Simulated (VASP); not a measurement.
# Zn11Cd5Te16 (P1) in VASP: single point with PBEsol

Aim: the single point of Zn11Cd5Te16 with PBEsol.

All numbers are computed with VASP 6.6.1; they aren't measurements. Logs are shortened: lines on timing, memory, paths and dates and some standing lists are left out, and cuts for length are marked.

### Step 1. The cell of the first run

The typed cell holds 32 atoms: a = 12.386 Å, b = 12.386 Å, c = 6.193 Å, α = 90.00°, β = 90.00°, γ = 90.00°.

### Step 2. Single point, PBEsol

File INCAR:

```
PREC = Accurate ; ENCUT = 500
EDIFF = 1E-6 ; ISMEAR = -1
SIGMA = 0.05 ; LREAL = Auto
LASPH = True ; NELM = 120
ALGO = Normal ; ISIF = 2
LWAVE = False ; LCHARG = False
GGA = PS ; ISYM = 0
NBANDS = 166 ; GGA_COMPAT = False
```

File KPOINTS:

```
Automatic mesh
0
Gamma
  1 1 1
  0.25 0.25 0.25
```

File POSCAR:

```
Zn11Cd5Te16
1.0
   12.3858680000      0.0000000000      0.0000000000
    0.0000000000     12.3858680000      0.0000000000
    0.0000000000      0.0000000000      6.1929340000
Zn Cd Te
11 5 16
Direct
    0.0094080000      0.9995630000      0.9892060000
    0.5011910000      0.5057850000      0.0016410000
    0.2428760000      0.2514220000      0.9863770000
    0.2542490000      0.7567390000      0.9989990000
    0.7547430000      0.2546930000      0.9930820000
    0.7424450000      0.7391810000      0.0038930000
    0.2451770000      0.0027830000      0.4821650000
    0.2473650000      0.5064180000      0.4904020000
    0.9909430000      0.2514390000      0.5119640000
    0.0077600000      0.7627970000      0.5034670000
    0.5019860000      0.7476100000      0.4965930000
    0.9875040000      0.5080280000      0.0090580000
    0.5049400000      0.0039270000      0.9901850000
    0.7462580000      0.0044270000      0.4789650000
    0.7459730000      0.5054610000      0.5159110000
    0.5079990000      0.2481980000      0.5052980000
    0.1212980000      0.1186950000      0.2406880000
    0.1248270000      0.6264640000      0.2185080000
    0.6230530000      0.1322250000      0.2510590000
    0.6295510000      0.6264500000      0.2394150000
    0.3729990000      0.3698310000      0.2467440000
    0.3871950000      0.8690490000      0.2672760000
    0.8767420000      0.3817150000      0.2309450000
    0.8780720000      0.8797340000      0.2713430000
    0.3674410000      0.1329360000      0.7539760000
    0.3714300000      0.6197310000      0.7682900000
    0.8804010000      0.1158670000      0.7344980000
    0.8768820000      0.6211310000      0.7626740000
    0.1098500000      0.3765870000      0.7413590000
    0.1271530000      0.8799250000      0.7442770000
    0.6325500000      0.3741840000      0.7642690000
    0.6347880000      0.8762920000      0.7269170000
```

Potentials or basis: VASP PAW PBE potentials, release 64 (Zn, Cd, Te).

On the command line:

```bash
cat potpaw_PBE.64/Zn/POTCAR potpaw_PBE.64/Cd/POTCAR potpaw_PBE.64/Te/POTCAR > POTCAR
mpirun -np 1 vasp_std > vasp.out
```

OUTCAR:

```text
PREC = Accurate
   ENCUT = 500
   EDIFF = 1E-6
   ISMEAR = -1
   LREAL = Auto
   LASPH = True
   NELM = 120
   ISIF = 2
   GGA = PS
   ISYM = 0

 ion  position               nearest neighbor table
   1  0.009  1.000  0.989-  17 2.55  30 2.57  27 2.67  24 2.81
   2  0.501  0.506  0.002-  26 2.58  20 2.63  31 2.73  21 2.77
   3  0.243  0.251  0.986-  25 2.57  21 2.71  29 2.72  17 2.73
   4  0.254  0.757  0.999-  18 2.65  26 2.65  30 2.70  22 2.72
   5  0.755  0.255  0.993-  31 2.55  23 2.63  19 2.74  27 2.82
   6  0.742  0.739  0.004-  20 2.46  28 2.67  32 2.76  24 2.93
[... 24 lines left out ...]
  31  0.633  0.374  0.764-   5 2.55  15 2.64  16 2.72   2 2.73
  32  0.635  0.876  0.727-  14 2.60  11 2.70   6 2.76  13 2.78

IMPORTANT INFORMATION: All symmetrisations will be switched off!
NOSYMM: (Re-)initialisation of all symmetry stuff for point group C_1.

----------------------------------------------------------------------------------------

                                     Primitive cell

  volume of cell :     950.0563

  direct lattice vectors                    reciprocal lattice vectors
    12.385868000  0.000000000  0.000000000     0.080737176  0.000000000  0.000000000
     0.000000000 12.385868000  0.000000000     0.000000000  0.080737176  0.000000000
     0.000000000  0.000000000  6.192934000     0.000000000  0.000000000  0.161474351

  length of vectors
    12.385868000 12.385868000  6.192934000     0.080737176  0.080737176  0.161474351

  position of ions in fractional coordinates (direct lattice)
     0.009408000  0.999563000  0.989206000
     0.501191000  0.505785000  0.001641000
     0.242876000  0.251422000  0.986377000
     0.254249000  0.756739000  0.998999000
     0.754743000  0.254693000  0.993082000
     0.742445000  0.739181000  0.003893000
[... 24 lines left out ...]
     0.632550000  0.374184000  0.764269000
     0.634788000  0.876292000  0.726917000

  ion indices of the primitive-cell ions
   primitive index   ion index
                 1           1
                 2           2
                 3           3
                 4           4
                 5           5
                 6           6
[... 24 lines left out ...]
                31          31
                32          32

----------------------------------------------------------------------------------------

 KPOINTS: Automatic mesh

Automatic generation of k-mesh.
 Grid dimensions read from file:
 generate k-points for:    1    1    1

 Generating k-lattice:

  Cartesian coordinates                     Fractional coordinates (reciprocal lattice)
     0.080737176  0.000000000  0.000000000     1.000000000  0.000000000  0.000000000
     0.000000000  0.080737176  0.000000000     0.000000000  1.000000000  0.000000000
     0.000000000  0.000000000  0.161474351     0.000000000  0.000000000  1.000000000

  Length of vectors
     0.080737176  0.080737176  0.161474351

  Shift w.r.t. Gamma in fractional coordinates (k-lattice)
     0.250000000  0.250000000  0.250000000

 Subroutine IBZKPT returns following result:
 ===========================================

 Found      4 irreducible k-points:

 Following reciprocal coordinates:
            Coordinates               Weight
  0.250000  0.250000  0.250000      2.000000
 -0.250000  0.250000  0.250000      2.000000
 -0.250000 -0.250000  0.250000      2.000000
  0.250000 -0.250000  0.250000      2.000000
   k-points           NKPTS =      4   k-points in BZ     NKDIM =      4   number of bands    NBANDS=    166
   number of dos      NEDOS =    301   number of ions     NIONS =     32
   total plane-waves  NPLWV = 388800
   dimension x,y,z NGX =    90 NGY =   90 NGZ =   48
   dimension x,y,z NGXF=   180 NGYF=  180 NGZF=   96
   ions per type =              11   5  16
   NGX,Y,Z   is equivalent  to a cutoff of  12.08, 12.08, 12.89 a.u.
   NGXF,Y,Z  is equivalent  to a cutoff of  24.16, 24.16, 25.77 a.u.
 SYSTEM =  unknown system
   PREC   = accura    normal or accurate (medium, high low for compatibility)
   ISTART =      0    job   : 0-new  1-cont  2-samecut
   ICHARG =      2    charge: 1-file 2-atom 10-const
   ISPIN  =      1    spin polarized calculation?
   LNONCOLLINEAR =      F non collinear calculations
   LSORBIT =      F    spin-orbit coupling
   LASPH  =      T    aspherical Exc in radial PAW
   ENCUT  =  500.0 eV  36.75 Ry    6.06 a.u.  22.58 22.58 11.29*2*pi/ulx,y,z
   NELM   =    120;   NELMIN=  2; NELMDL= -5     # of ELM steps
   EDIFF  = 0.1E-05   stopping-criterion for ELM
   LREAL  =      T    real-space projection
   EDIFFG = 0.1E-04   stopping-criterion for IOM
   NSW    =      0    number of steps for IOM
   IBRION =     -1    ionic relax: 0-MD 1-quasi-New 2-CG
   NFREE  =      0    steps in history (QN), initial steepest desc. (CG)
   ISIF   =      2    stress and relaxation
   ISYM   =      0    0-nonsym 1-usesym 2-fastsym
   POTIM  = 0.5000    time-step for ionic-motion
   TEBEG  =    0.0;   TEEND  =   0.0 temperature during run
   PSTRESS=    0.0 pullay stress
   NELECT =     288.0000    total number of electrons
   NUPDOWN=      -1.0000    fix difference up-down
   EMIN   =  10.00;   EMAX   =-10.00  energy-range for DOS
   EFERMI =   0.00;   METHOD = LEGACY
   ISMEAR =    -1;   SIGMA  =   0.05  broadening in eV -4-tet -1-fermi 0-gaus
   EFERMI_NEDOS =   21; number of points for ismear=-14 and -15
   IALGO  =     38    algorithm
   IMIX   =      4    mixing-type and parameters
     AMIX     =   0.40;   BMIX     =  1.00
     AMIX_MAG =   1.60;   BMIX_MAG =  1.00
  volume/ion in A,a.u.               =      29.69       200.35
  Fermi-wavevector in a.u.,A,eV,Ry     =   1.099738  2.078203 16.455206  1.209424
  Thomas-Fermi vector in A             =   2.236137
   LORBIT       =      0    0 simple, 1 ext, 2 COOP (PROOUT), +10 PAW based schemes
   GGA     = PS    functional components
   LHFCALC =     F    Hartree Fock is set to
   AEXX    =    0.0000 exact exchange contribution
   IVDW    =     0    specifies the selected vdW correction
   LEPSILON=     F    determine dielectric tensor
   LRPA    =     F    only Hartree local field effects (RPA)
 non-spin polarized calculation
  energy-cutoff  :      500.00
  volume of cell :      950.06
 maximum number of plane-waves:     24141
 NGX is ok and might be reduce to    90
   NGX = 45   NGY = 45   NGZ = 23

 number of electron     288.0000012 magnetization

 Free energy of the ion-electron system (eV)
  ---------------------------------------------------
  ext. energy  EPLUGINS =         0.00000000
  ---------------------------------------------------
  free energy    TOTEN  =       -89.19416239 eV

  energy without entropy =      -89.19416239  energy(sigma->0) =      -89.19416239

 E-fermi :   3.7876     XC(G=0):  -9.0813

 val. band max:        2.6719633692   @ k =   0.2500  -0.2500   0.2500
 cond. band min:       4.9215783230   @ k =   0.2500  -0.2500   0.2500
 fundamental gap:      2.2496149538
 Fermi energy:         3.7876402287

 k-point     1 :       0.2500    0.2500    0.2500
  band No.  band energies     occupation
      1      -8.7808      2.00000
      2      -8.6412      2.00000
      3      -8.4976      2.00000
      4      -8.4127      2.00000
      5      -8.3668      2.00000
      6      -8.2757      2.00000
[... 148 lines left out ...]
    155       5.8519      0.00000
    156       5.9307      0.00000

 k-point     2 :      -0.2500    0.2500    0.2500
  band No.  band energies     occupation
      1      -8.7823      2.00000
      2      -8.6355      2.00000
      3      -8.5176      2.00000
      4      -8.4037      2.00000
      5      -8.3442      2.00000
      6      -8.2791      2.00000
[... 148 lines left out ...]
    155       5.8449      0.00000
    156       5.9091      0.00000

 k-point     3 :      -0.2500   -0.2500    0.2500
  band No.  band energies     occupation
      1      -8.7763      2.00000
      2      -8.6524      2.00000
      3      -8.4971      2.00000
      4      -8.4156      2.00000
      5      -8.3502      2.00000
      6      -8.2733      2.00000
[... 148 lines left out ...]
    155       5.8856      0.00000
    156       5.9924      0.00000

 k-point     4 :       0.2500   -0.2500    0.2500
  band No.  band energies     occupation
      1      -8.7763      2.00000
      2      -8.6464      2.00000
      3      -8.5118      2.00000
      4      -8.4066      2.00000
      5      -8.3478      2.00000
      6      -8.2833      2.00000
[... 148 lines left out ...]
    155       5.8825      0.00000
    156       5.9229      0.00000
 [bands above 156 left out]

------------------------ aborting loop because EDIFF is reached ----------------------------------------

  FORCE on cell =-STRESS in cart. coord.  units (eV):
  Direction    XX          YY          ZZ          XY          YZ          ZX
  --------------------------------------------------------------------------------------
  -------------------------------------------------------------------------------------
  Total        9.8220606      9.6796106      9.5136790      0.7285486     -3.3497059      2.3056453
  in kB       16.5639475     16.3237194     16.0438920      1.2286262     -5.6489525      3.8882460
  external PRESSURE =      16.3105197 kB  Pullay stress =       0.0000000 kB

 VOLUME and BASIS-vectors are now :
 -----------------------------------------------------------------------------
  energy-cutoff  :      500.00
  volume of cell :      950.06
      direct lattice vectors                 reciprocal lattice vectors
    12.385868000  0.000000000  0.000000000     0.080737176  0.000000000  0.000000000
     0.000000000 12.385868000  0.000000000     0.000000000  0.080737176  0.000000000
     0.000000000  0.000000000  6.192934000     0.000000000  0.000000000  0.161474351

 POSITION                                       TOTAL-FORCE (eV/Angst)
 -----------------------------------------------------------------------------------
      0.11653     12.38046      6.12609        -0.649746     -0.200594      0.238453
      6.20769      6.26459      0.01016        -0.082761     -0.626074      0.229123
      3.00823      3.11408      6.10857        -0.327265      0.273593      0.277813
      3.14909      9.37287      6.18673         0.057833      0.097233      0.102719
      9.34815      3.15459      6.15009         0.407960     -0.567712      0.164373
      9.19583      9.15540      0.02411         0.948456      1.083708     -0.606958
[... 24 lines left out ...]
      7.83468      4.63459      4.73307        -0.823097      0.126326      0.667652
      7.86240     10.85364      4.50175        -0.834893     -1.477971      1.161054
 -----------------------------------------------------------------------------------
    total drift:                                0.012870      0.018472     -0.006131

  FREE ENERGIE OF THE ION-ELECTRON SYSTEM (eV)
  ---------------------------------------------------
  free  energy   TOTEN  =       -89.1941623873 eV

  energy  without entropy=      -89.1941623867  energy(sigma->0) =      -89.19416239
```

It took 27 min on 1 thread of Intel Xeon Platinum 8259CL at 2.50GHz (Skylake/Cascade Lake), shared host; peak memory 0.98 GiB.

What came out:

| Property | Result |
| --- | --- |
| Free energy | -89.1942 eV |
| Pressure | 1.6 GPa |
| Largest force | 3.270 eV/Å |
| Band gap on the k mesh | 2.25 eV |

Forces on the atoms (eV/Å):
```
Zn  -0.650 -0.201  0.238
Zn  -0.083 -0.626  0.229
Zn  -0.327  0.274  0.278
Zn   0.058  0.097  0.103
Zn   0.408 -0.568  0.164
Zn   0.948  1.084 -0.607
Zn   0.507 -0.086  0.238
Zn  -0.102 -0.359 -0.053
Zn   0.109  0.004 -0.693
Zn  -0.246 -0.787 -0.222
Zn   0.265 -0.492  0.617
Cd   1.685 -0.594 -0.281
Cd  -0.250 -0.400 -0.213
Cd   0.127  0.450  0.106
Cd   0.396 -0.324 -0.658
Cd  -0.854  0.739  0.599
Te   0.118  0.876  0.144
Te   0.983  1.160  1.718
Te   0.996  0.284 -1.584
Te  -1.285 -0.051  0.382
Te  -0.368  0.826 -0.327
Te  -1.200  0.391 -0.416
Te  -1.206 -2.254  1.904
Te   0.835 -1.189 -1.917
Te  -0.561 -0.666 -0.363
Te   0.208  0.417 -0.859
Te   0.036  0.890  1.239
Te  -0.734  2.802 -1.517
Te   1.184 -0.108 -0.284
Te   0.661 -0.238  0.207
Te  -0.823  0.126  0.668
Te  -0.835 -1.478  1.161
```

Caveat: the PAW data sets were made with another functional, which shifts forces and pressure a little; spin-orbit coupling is left out, which moves the levels of the heavy elements; a shifted mesh leaves out Γ, where band edges can lie. A k mesh can miss the band edges.
